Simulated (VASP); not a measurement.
Runs of VASP 6.6.1 on Pt. The structure is that of space group P6_3/mmc (No. 194), or close to it. The cells are those of the table. This isn't the form of Pt at room conditions, which is fcc.

```tsv
cell	gap on the mesh (eV)	pressure (GPa)
a = 2.830, b = 2.830, c = 4.792 Å, angles 90.0, 90.0, 120.0°, 2 atoms	none	-16.2
a = 2.554, b = 2.554, c = 4.792 Å, angles 90.0, 90.0, 120.0°, 2 atoms	none	57.8
a = 2.968, b = 2.968, c = 4.792 Å, angles 90.0, 90.0, 120.0°, 2 atoms	none	-28.0
a = 2.623, b = 2.623, c = 4.792 Å, angles 90.0, 90.0, 120.0°, 2 atoms	none	29.4
a = 3.037, b = 3.037, c = 4.792 Å, angles 90.0, 90.0, 120.0°, 2 atoms	none	(b)
a = 3.002, b = 3.002, c = 4.792 Å, angles 90.0, 90.0, 120.0°, 2 atoms	none	(a)
a = 2.485, b = 2.485, c = 4.792 Å, angles 90.0, 90.0, 120.0°, 2 atoms	none	96.6
```

Alike in all rows: task single point; level r2SCAN; potentials or basis VASP PAW PBE potentials, release 64 (Pt); no spin polarisation; k mesh 18 × 18 × 10; cutoff (eV) 520; smearing gaussian 0.15 eV.

Task: Estimate the missing entries.

Result: (a) -29.7; (b) -31.0.

Caveats: the PAW data sets were made with another functional, which shifts forces and pressure a little; spin-orbit coupling is left out, which moves the levels of the heavy elements; the cell stands under tension (at least some runs); the cell stands under pressure (at least some runs).

A k mesh can miss the band edges, and the runs leave out spin-orbit coupling on Pt.

A gap of «none» marks levels without a gap at the run's occupations.
